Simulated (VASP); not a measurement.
# Li (I4/mmm) in VASP: single point with PBEsol

Aim: the single point of Li with PBEsol.

Program: VASP 6.6.1. These are calculated values, not measurements. Logs are shortened: lines on timing, memory, paths and dates and some standing lists are left out, and cuts for length are marked.

## Step 1: The cell of the first run

The structure is tetragonal, space group I4/mmm (No. 139). The conventional cell has a = 3.192 Å, b = 3.192 Å, c = 4.184 Å, α = 90.00°, β = 90.00°, γ = 90.00°. Within 4.2 Å of Li (site symmetry 4/mmm) lie 14 Li at 3.08 to 4.18 Å.

## Step 2: Single point, PBEsol (strain +0.025 along x and y, -0.050 along z)

File INCAR:

```
PREC     = Accurate       # precision mode
ENCUT    = 520            # plane-wave cutoff, eV
EDIFF    = 1E-7           # SCF threshold, eV
ISMEAR   = 0              # smearing method
SIGMA    = 0.15           # smearing width, eV
LREAL    = False          # projectors in reciprocal space
LASPH    = True           # aspherical terms in the spheres
NELM     = 60             # most SCF steps
ALGO     = Normal         # electronic algorithm
ISIF     = 2              # what is computed and relaxed
LWAVE    = False          # write WAVECAR
LCHARG   = False          # write CHGCAR
GGA      = PS             # functional
NBANDS   = 8              # bands
```

File KPOINTS:

```
regular mesh
0
Gamma
  18 18 18
```

File POSCAR:

```
Li
1.0
    0.0000000000      2.2570500000      2.0919000000
    2.2570500000      0.0000000000      2.0919000000
    2.2570500000      2.2570500000      0.0000000000
Li
1
Direct
    0.0000000000      0.0000000000      0.0000000000
```

Potentials or basis: VASP PAW PBE potentials, release 64 (Li_sv).

The run is started by

```sh
> cat potpaw_PBE.64/Li_sv/POTCAR > POTCAR
> mpirun -np 1 vasp_std > vasp.out
```

OUTCAR:

```text
PREC = Accurate
   ENCUT = 520
   EDIFF = 1E-7
   ISMEAR = 0
   LREAL = False
   LASPH = True
   NELM = 60
   ISIF = 2
   GGA = PS

 ion  position               nearest neighbor table
   1  0.000  0.000  0.000-

  LATTYP: Found a body centered tetragonal cell.
 ALAT       =     3.1919507210
 C/A-ratio  =     1.3107345212

  Lattice vectors:

 A1 = (   0.0000000000,  -2.2570500000,  -2.0919000000)
 A2 = (   0.0000000000,   2.2570500000,  -2.0919000000)
 A3 = (   2.2570500000,   0.0000000000,   2.0919000000)

Analysis of symmetry for initial positions (statically):
=====================================================================
 Subroutine PRICEL returns:
 Original cell was already a primitive cell.

 Routine SETGRP: Setting up the symmetry group for a
 body centered tetragonal supercell.

 Subroutine GETGRP returns: Found 16 space group operations
 (whereof 16 operations were pure point group operations)
 out of a pool of 16 trial point group operations.

The static configuration has the point symmetry D_4h.

Analysis of symmetry for dynamics (positions and initial velocities):
=====================================================================
 Subroutine PRICEL returns:
 Original cell was already a primitive cell.

 Routine SETGRP: Setting up the symmetry group for a
 body centered tetragonal supercell.

 Subroutine GETGRP returns: Found 16 space group operations
 (whereof 16 operations were pure point group operations)
 out of a pool of 16 trial point group operations.

The dynamic configuration has the point symmetry D_4h.

 Subroutine INISYM returns: Found 16 space group operations
 (whereof 16 operations are pure point group operations),
 and found     1 'primitive' translations

----------------------------------------------------------------------------------------

                                     Primitive cell

  volume of cell :      21.3134

  direct lattice vectors                    reciprocal lattice vectors
     0.000000000  2.257050000  2.091900000    -0.221528101  0.221528101  0.239017161
     2.257050000  0.000000000  2.091900000     0.221528101 -0.221528101  0.239017161
     2.257050000  2.257050000  0.000000000     0.221528101  0.221528101 -0.239017161

  length of vectors
     3.077388554  3.077388554  3.191950721     0.394054060  0.394054060  0.394054060

  position of ions in fractional coordinates (direct lattice)
     0.000000000  0.000000000  0.000000000

  ion indices of the primitive-cell ions
   primitive index   ion index
                 1           1

----------------------------------------------------------------------------------------

 KPOINTS: regular mesh

Automatic generation of k-mesh.
 Grid dimensions read from file:
 generate k-points for:   18   18   18

 Generating k-lattice:

  Cartesian coordinates                     Fractional coordinates (reciprocal lattice)
    -0.012307117  0.012307117  0.013278731     0.055555556  0.000000000  0.000000000
     0.012307117 -0.012307117  0.013278731     0.000000000  0.055555556  0.000000000
     0.012307117  0.012307117 -0.013278731     0.000000000  0.000000000  0.055555556

  Length of vectors
     0.021891892  0.021891892  0.021891892

  Shift w.r.t. Gamma in fractional coordinates (k-lattice)
     0.000000000  0.000000000  0.000000000

 Subroutine IBZKPT returns following result:
 ===========================================

 Found    480 irreducible k-points:

 Following reciprocal coordinates:
            Coordinates               Weight
  0.000000  0.000000  0.000000      1.000000
  0.055556 -0.000000  0.000000      8.000000
  0.111111 -0.000000  0.000000      8.000000
  0.166667  0.000000  0.000000      8.000000
  0.222222  0.000000  0.000000      8.000000
  0.277778  0.000000  0.000000      8.000000
[... 16 lines left out ...]
 -0.277778  0.055556  0.000000      8.000000
 -0.222222  0.055556  0.000000      8.000000
 [... further k-points ...]
   k-points           NKPTS =    480   k-points in BZ     NKDIM =    480   number of bands    NBANDS=      8
   number of dos      NEDOS =    301   number of ions     NIONS =      1
   total plane-waves  NPLWV =  13824
   dimension x,y,z NGX =    24 NGY =   24 NGZ =   24
   dimension x,y,z NGXF=    48 NGYF=   48 NGZF=   48
   ions per type =               1
   NGX,Y,Z   is equivalent  to a cutoff of  12.97, 12.97, 12.50 a.u.
   NGXF,Y,Z  is equivalent  to a cutoff of  25.93, 25.93, 25.00 a.u.
 SYSTEM =  unknown system
   PREC   = accura    normal or accurate (medium, high low for compatibility)
   ISTART =      0    job   : 0-new  1-cont  2-samecut
   ICHARG =      2    charge: 1-file 2-atom 10-const
   ISPIN  =      1    spin polarized calculation?
   LNONCOLLINEAR =      F non collinear calculations
   LSORBIT =      F    spin-orbit coupling
   LASPH  =      T    aspherical Exc in radial PAW
   ENCUT  =  520.0 eV  38.22 Ry    6.18 a.u.   5.72  5.72  5.93*2*pi/ulx,y,z
   NELM   =     60;   NELMIN=  2; NELMDL= -5     # of ELM steps
   EDIFF  = 0.1E-06   stopping-criterion for ELM
   LREAL  =      F    real-space projection
   EDIFFG = 0.1E-05   stopping-criterion for IOM
   NSW    =      0    number of steps for IOM
   IBRION =     -1    ionic relax: 0-MD 1-quasi-New 2-CG
   NFREE  =      0    steps in history (QN), initial steepest desc. (CG)
   ISIF   =      2    stress and relaxation
   ISYM   =      2    0-nonsym 1-usesym 2-fastsym
   POTIM  = 0.5000    time-step for ionic-motion
   TEBEG  =    0.0;   TEEND  =   0.0 temperature during run
   PSTRESS=    0.0 pullay stress
   NELECT =       3.0000    total number of electrons
   NUPDOWN=      -1.0000    fix difference up-down
   EMIN   =  10.00;   EMAX   =-10.00  energy-range for DOS
   EFERMI =   0.00;   METHOD = LEGACY
   ISMEAR =     0;   SIGMA  =   0.15  broadening in eV -4-tet -1-fermi 0-gaus
   EFERMI_NEDOS =   21; number of points for ismear=-14 and -15
   IALGO  =     38    algorithm
   IMIX   =      4    mixing-type and parameters
     AMIX     =   0.40;   BMIX     =  1.00
     AMIX_MAG =   1.60;   BMIX_MAG =  1.00
  volume/ion in A,a.u.               =      21.31       143.83
  Fermi-wavevector in a.u.,A,eV,Ry     =   0.851591  1.609273  9.867033  0.725206
  Thomas-Fermi vector in A             =   1.967747
   LORBIT       =      0    0 simple, 1 ext, 2 COOP (PROOUT), +10 PAW based schemes
   GGA     = PS    functional components
   LHFCALC =     F    Hartree Fock is set to
   AEXX    =    0.0000 exact exchange contribution
   IVDW    =     0    specifies the selected vdW correction
   LEPSILON=     F    determine dielectric tensor
   LRPA    =     F    only Hartree local field effects (RPA)
 non-spin polarized calculation
 Gauss-broadening in eV      SIGMA  =   0.15
  energy-cutoff  :      520.00
  volume of cell :       21.31
 maximum number of plane-waves:       590
   NGX = 11   NGY = 11   NGZ = 11

 number of electron       3.0000007 magnetization

 Free energy of the ion-electron system (eV)
  ---------------------------------------------------
  ext. energy  EPLUGINS =         0.00000000
  ---------------------------------------------------
  free energy    TOTEN  =        -1.96809952 eV

  energy without entropy =       -1.96284092  energy(sigma->0) =       -1.96547022

 E-fermi :   0.4939     XC(G=0):  -6.8963

 val. band max:        0.4712435430   @ k =  -0.2778   0.2778   0.0000
 cond. band min:       0.5021627660   @ k =   0.4444  -0.0000   0.3333
 fundamental gap:      0.0309192230
 Fermi energy:         0.4939331902

 k-point     1 :       0.0000    0.0000    0.0000
  band No.  band energies     occupation
      1     -45.5092      2.00000
      2      -2.9984      2.00000
      3      14.3083      0.00000
      4      14.4257      0.00000
      5      14.4257      0.00000
      6      18.1139      0.00000
      7      18.1139      0.00000
      8      18.3595      0.00000

 k-point     2 :       0.0556   -0.0000    0.0000
  band No.  band energies     occupation
      1     -45.5088      2.00000
      2      -2.9443      2.00000
      3      13.7819      0.00000
      4      14.2589      0.00000
      5      14.2653      0.00000
      6      17.5844      0.00000
      7      18.3484      0.00000
      8      18.4636      0.00000

 k-point     3 :       0.1111   -0.0000    0.0000
  band No.  band energies     occupation
      1     -45.5074      2.00000
      2      -2.7814      2.00000
      3      12.3713      0.00000
      4      13.8718      0.00000
      5      14.0376      0.00000
      6      17.3851      0.00000
      7      18.8070      0.00000
      8      18.9645      0.00000

 k-point     4 :       0.1667    0.0000    0.0000
  band No.  band energies     occupation
      1     -45.5053      2.00000
      2      -2.5102      2.00000
      3      10.7030      0.00000
      4      13.4298      0.00000
      5      13.7742      0.00000
      6      17.5370      0.00000
      7      18.7515      0.00000
      8      19.2169      0.00000

 k-point     5 :       0.2222    0.0000    0.0000
  band No.  band energies     occupation
      1     -45.5027      2.00000
      2      -2.1316      2.00000
      3       9.0330      0.00000
      4      13.0218      0.00000
      5      13.5345      0.00000
      6      17.8220      0.00000
      7      18.0713      0.00000
      8      18.6828      0.00000
[... 177 lines left out ...]
 k-point    22 :      -0.3333    0.0556    0.0000
  band No.  band energies     occupation
      1     -45.4966      2.00000
      2      -0.8502      2.00000
      3       5.6716      0.00000
      4      12.6061      0.00000
      5      12.6410      0.00000
      6      16.0603      0.00000
      7      16.4222      0.00000
      8      19.1382      0.00000

 k-point    23 :      -0.2778    0.0556    0.0000
  band No.  band energies     occupation
      1     -45.4991      2.00000
      2      -1.4518      2.00000
      3       7.0790      0.00000
      4      12.6385      0.00000
      5      13.0017      0.00000
      6      16.5701      0.00000
      7      16.8616      0.00000
      8      18.7580      0.00000

 k-point    24 :      -0.2222    0.0556    0.0000
  band No.  band energies     occupation
      1     -45.5017      2.00000
      2      -1.9623      2.00000
      3       8.6222      0.00000
      4      12.7272      0.00000
      5      13.4316      0.00000
      6      17.1914      0.00000
      7      17.4817      0.00000
      8      18.3286      0.00000

 [... further k-points ...]

------------------------ aborting loop because EDIFF is reached ----------------------------------------

  FORCE on cell =-STRESS in cart. coord.  units (eV):
  Direction    XX          YY          ZZ          XY          YZ          ZX
  --------------------------------------------------------------------------------------
  -------------------------------------------------------------------------------------
  Total       -0.1080749     -0.1080749     -0.0866154      0.0000000     -0.0000000     -0.0000000
  in kB       -8.1242260     -8.1242260     -6.5110710      0.0000000     -0.0000000     -0.0000000
  external PRESSURE =      -7.5865077 kB  Pullay stress =       0.0000000 kB

 VOLUME and BASIS-vectors are now :
 -----------------------------------------------------------------------------
  energy-cutoff  :      520.00
  volume of cell :       21.31
      direct lattice vectors                 reciprocal lattice vectors
     0.000000000  2.257050000  2.091900000    -0.221528101  0.221528101  0.239017161
     2.257050000  0.000000000  2.091900000     0.221528101 -0.221528101  0.239017161
     2.257050000  2.257050000  0.000000000     0.221528101  0.221528101 -0.239017161

 POSITION                                       TOTAL-FORCE (eV/Angst)
 -----------------------------------------------------------------------------------
      0.00000      0.00000      0.00000        -0.000000      0.000000      0.000000
 -----------------------------------------------------------------------------------
    total drift:                               -0.000000      0.000000     -0.000000

  FREE ENERGIE OF THE ION-ELECTRON SYSTEM (eV)
  ---------------------------------------------------
  free  energy   TOTEN  =        -1.9680995174 eV

  energy  without entropy=       -1.9628409203  energy(sigma->0) =       -1.96547022
```

Run time: 46 s. Hardware: 1 thread of Intel Xeon 8259CL, shared host; peak memory 0.18 GiB.

Results:

```yaml
Free_energy: -1.9681 eV
Band_gap_on_the_k_mesh: zero (an odd number of electrons rules out a gap without spin polarisation)
```

Caveat: the cell differs from its parent crystal (strain +0.025 along x and y, -0.050 along z); the cutoff is under 1.25 times the usual one of these potentials, so pressure, stress and relaxed cells hold a basis-set (Pulay) error; the PAW data sets were made with another functional, which shifts forces and pressure a little.
